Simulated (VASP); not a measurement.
# Mg2Si3N (P-6m2) in VASP: further runs, part 2 of 3

VASP 6.6.1. The steps go on from the part before.

## Step 3: Single point, PBE

This run uses another cell than the first one, of 16.43 Å³/atom, 1.126 times its volume.

File INCAR:

```
PREC = Accurate ; ENCUT = 520
EDIFF = 1E-6 ; ISMEAR = 0
SIGMA = 0.1 ; LREAL = False
LASPH = True ; NELM = 80
ALGO = Normal ; ISIF = 2
LWAVE = False ; LCHARG = True
GGA = PE ; LELF = True
LVHAR = True ; NBANDS = 20
```

File KPOINTS:

```
Automatic mesh
0
Gamma
  6 6 4
```

File POSCAR:

```
Mg2Si3N
1.0
    3.8152789958      0.0000000030      0.0000000000
   -1.9076395005      3.3041285314      0.0000000000
    0.0000000000      0.0000000000      7.8183405620
Mg Si N
2 3 1
Direct
    0.3333333333      0.6666666667      0.7275727528
    0.3333333333      0.6666666667      0.2724272472
    0.6666666667      0.3333333333      0.0000000000
    0.0000000000      0.0000000000      0.5000000000
    0.0000000000      0.0000000000      0.0000000000
    0.6666666667      0.3333333333      0.5000000000
```

Potentials or basis: VASP PAW PBE potentials, release 64 (Mg, Si, N).

Started as:

```console
$ cat potpaw_PBE.64/Mg/POTCAR potpaw_PBE.64/Si/POTCAR potpaw_PBE.64/N/POTCAR > POTCAR
$ mpirun -np 1 vasp_std > vasp.out
```

OUTCAR:

```text
PREC = Accurate
   ENCUT = 520
   EDIFF = 1E-6
   ISMEAR = 0
   LREAL = False
   LASPH = True
   NELM = 80
   ISIF = 2
   GGA = PE

 ion  position               nearest neighbor table
   1  0.333  0.667  0.728-   4 2.83   4 2.83   4 2.83   3 3.06   5 3.06   3 3.06   5 3.06   5 3.06
                             3 3.06   2 3.56
   2  0.333  0.667  0.272-   4 2.83   4 2.83   4 2.83   3 3.06   5 3.06   3 3.06   5 3.06   5 3.06
                             3 3.06   1 3.56
   3  0.667  0.333  0.000-   5 2.20   5 2.20   5 2.20   2 3.06   1 3.06   2 3.06   1 3.06   1 3.06
                             2 3.06
   4  0.000  0.000  0.500-   6 2.20   6 2.20   6 2.20   1 2.83   2 2.83   1 2.83   2 2.83   1 2.83
                             2 2.83
   5  0.000  0.000  0.000-   3 2.20   3 2.20   3 2.20   1 3.06   2 3.06   1 3.06   2 3.06   1 3.06
                             2 3.06
   6  0.667  0.333  0.500-   4 2.20   4 2.20   4 2.20

  LATTYP: Found a hexagonal cell.
 ALAT       =     3.8152789958
 C/A-ratio  =     2.0492185684

  Lattice vectors:

 A1 = (   3.8152789958,   0.0000000030,   0.0000000000)
 A2 = (  -1.9076395005,   3.3041285314,   0.0000000000)
 A3 = (   0.0000000000,   0.0000000000,   7.8183405620)

Analysis of symmetry for initial positions (statically):
=====================================================================
 Subroutine PRICEL returns:
 Original cell was already a primitive cell.

 Routine SETGRP: Setting up the symmetry group for a
 hexagonal supercell.

 Subroutine GETGRP returns: Found 12 space group operations
 (whereof 12 operations were pure point group operations)
 out of a pool of 24 trial point group operations.

The static configuration has the point symmetry D_3h.

Analysis of symmetry for dynamics (positions and initial velocities):
=====================================================================
 Subroutine PRICEL returns:
 Original cell was already a primitive cell.

 Routine SETGRP: Setting up the symmetry group for a
 hexagonal supercell.

[... 130 lines left out ...]
  Fermi-wavevector in a.u.,A,eV,Ry     =   0.977797  1.847768 13.008350  0.956087
  Thomas-Fermi vector in A             =   2.108522
   LORBIT       =      0    0 simple, 1 ext, 2 COOP (PROOUT), +10 PAW based schemes
   GGA     = PE    functional components
   LHFCALC =     F    Hartree Fock is set to
   AEXX    =    0.0000 exact exchange contribution
   IVDW    =     0    specifies the selected vdW correction
   LEPSILON=     F    determine dielectric tensor
   LRPA    =     F    only Hartree local field effects (RPA)
 non-spin polarized calculation
 Gauss-broadening in eV      SIGMA  =   0.10
  energy-cutoff  :      520.00
  volume of cell :       98.56
 maximum number of plane-waves:      2682
   NGX = 15   NGY = 15   NGZ = 29

 number of electron      20.9999999 magnetization

 Free energy of the ion-electron system (eV)
  ---------------------------------------------------
  ext. energy  EPLUGINS =         0.00000000
  ---------------------------------------------------
  free energy    TOTEN  =       -24.92716218 eV

  energy without entropy =      -24.91871042  energy(sigma->0) =      -24.92293630

 E-fermi :   6.2344     XC(G=0):  -9.8535

 val. band max:        6.1449547048   @ k =   0.3333   0.3333   0.5000
 cond. band min:       6.2506972653   @ k =   0.1667  -0.0000   0.0000
 fundamental gap:      0.1057425605
 Fermi energy:         6.2343724229

 k-point     1 :       0.0000    0.0000    0.0000
  band No.  band energies     occupation
      1      -9.1274      2.00000
      2      -6.5822      2.00000
      3      -0.7455      2.00000
      4       0.8394      2.00000
      5       2.3196      2.00000
      6       2.3196      2.00000
[... 472 lines left out ...]
     19      11.3264      0.00000
     20      13.1217      0.00000

------------------------ aborting loop because EDIFF is reached ----------------------------------------

  FORCE on cell =-STRESS in cart. coord.  units (eV):
  Direction    XX          YY          ZZ          XY          YZ          ZX
  --------------------------------------------------------------------------------------
  -------------------------------------------------------------------------------------
  Total        0.0925026      0.0925026      0.0988821     -0.0000000      0.0000000      0.0000000
  in kB        1.5037193      1.5037193      1.6074247     -0.0000000      0.0000000      0.0000000
  external PRESSURE =       1.5382878 kB  Pullay stress =       0.0000000 kB

 VOLUME and BASIS-vectors are now :
 -----------------------------------------------------------------------------
  energy-cutoff  :      520.00
  volume of cell :       98.56
      direct lattice vectors                 reciprocal lattice vectors
     3.815278996  0.000000003  0.000000000     0.262104030  0.151325832  0.000000000
    -1.907639500  3.304128531  0.000000000    -0.000000000  0.302651664  0.000000000
     0.000000000  0.000000000  7.818340562     0.000000000  0.000000000  0.127904380

 POSITION                                       TOTAL-FORCE (eV/Angst)
 -----------------------------------------------------------------------------------
     -0.00000      2.20275      5.68841        -0.000000      0.000000      0.009230
     -0.00000      2.20275      2.12993        -0.000000      0.000000     -0.009230
      1.90764      1.10138      0.00000         0.000000     -0.000000      0.000000
      0.00000      0.00000      3.90917         0.000000      0.000000      0.000000
      0.00000      0.00000      0.00000         0.000000      0.000000      0.000000
      1.90764      1.10138      3.90917         0.000000     -0.000000      0.000000
 -----------------------------------------------------------------------------------
    total drift:                               -0.000000      0.000000      0.000000

  FREE ENERGIE OF THE ION-ELECTRON SYSTEM (eV)
  ---------------------------------------------------
  free  energy   TOTEN  =       -24.9271621795 eV

  energy  without entropy=      -24.9187104155  energy(sigma->0) =      -24.92293630
```

stdout:

```text
POSCAR found type information on POSCAR MgSiN
 POSCAR found :  3 types and       6 ions
 scaLAPACK will be used
 LDA part: xc-table for (Slater+PW92), standard interpolation
 POSCAR, INCAR and KPOINTS ok, starting setup
 FFT: planning ... GRIDC
 FFT: planning ... GRID_SOFT
 FFT: planning ... GRID
 WAVECAR not read
 entering main loop
```

It took 35 s on 1 thread of Intel Xeon Platinum 8488C (Sapphire Rapids), shared host; peak memory 0.22 GiB.

What came out:

| Property | Result |
| --- | --- |
| Free energy | -24.9272 eV |
| Pressure | 0.2 GPa |
| Largest force | 0.009 eV/Å |

Forces in eV/Å, atoms in the order of the input:
```
Mg   0.000  0.000  0.009
Mg   0.000  0.000 -0.009
Si   0.000  0.000  0.000
Si   0.000  0.000  0.000
Si   0.000  0.000  0.000
N    0.000  0.000  0.000
```

## Step 4: Single point, PBE

This run uses another cell than the first one, of 16.37 Å³/atom, 1.122 times its volume.

File INCAR:

```
SYSTEM = Mg2Si3N
PREC     = Accurate       ! precision mode
ENCUT    = 520            ! plane-wave cutoff, eV
EDIFF    = 1E-6           ! SCF threshold, eV
ISMEAR   = 0              ! smearing method
SIGMA    = 0.1            ! smearing width, eV
LREAL    = .FALSE.        ! projectors in reciprocal space
LASPH    = .TRUE.         ! aspherical terms in the spheres
NELM     = 100            ! most SCF steps
ALGO     = Normal         ! electronic algorithm
ISIF     = 2              ! what is computed and relaxed
LWAVE    = .FALSE.        ! write WAVECAR
LCHARG   = .FALSE.        ! write CHGCAR
GGA      = PE             ! functional
NBANDS   = 20             ! bands
```

File KPOINTS:

```
regular mesh
0
G
  12 12 6
  0 0 0
```

File POSCAR:

```
Mg2Si3N
1.0
    3.8477915015      0.0000000000      0.0000000000
   -1.9238957507      3.3322851887      0.0000000000
    0.0000000000      0.0000000000      7.6591018441
Mg Si N
2 3 1
Direct
    0.3333333333      0.6666666667      0.7328043264
    0.3333333333      0.6666666667      0.2671956736
    0.6666666667      0.3333333333      0.0000000000
    0.0000000000      0.0000000000      0.5000000000
    0.0000000000      0.0000000000      0.0000000000
    0.6666666667      0.3333333333      0.5000000000
```

Started as:

```console
$ cat potpaw_PBE.64/Mg/POTCAR potpaw_PBE.64/Si/POTCAR potpaw_PBE.64/N/POTCAR > POTCAR
$ mpirun -np 1 vasp_std > vasp.out
```

It took 2.1 min on 1 thread of Intel Xeon Platinum 8488C (Sapphire Rapids), shared host; peak memory 0.31 GiB.

It converged, with:

- Free energy: -24.7943 eV
- Pressure: -0.2 GPa

Levels at points of the mesh, in eV from the Fermi level:
```csv
k point,band 8,band 9,band 10,band 11,band 12,band 13,band 14,band 15
"(0.00, 0.00, 0.00)",-2.48,-2.48,0.63,0.90,0.90,0.95,1.44,1.71
"(0.50, 0.00, 0.00)",-3.22,-2.73,-1.63,-1.05,0.59,1.49,3.05,3.08
"(0.00, 0.00, 0.50)",-2.50,-2.50,0.37,1.01,1.01,1.17,1.51,1.51
"(0.50, 0.00, 0.50)",-3.47,-2.33,-1.78,-1.57,-1.22,2.32,2.94,3.40
```

(Part 2 of 3 ends here.)
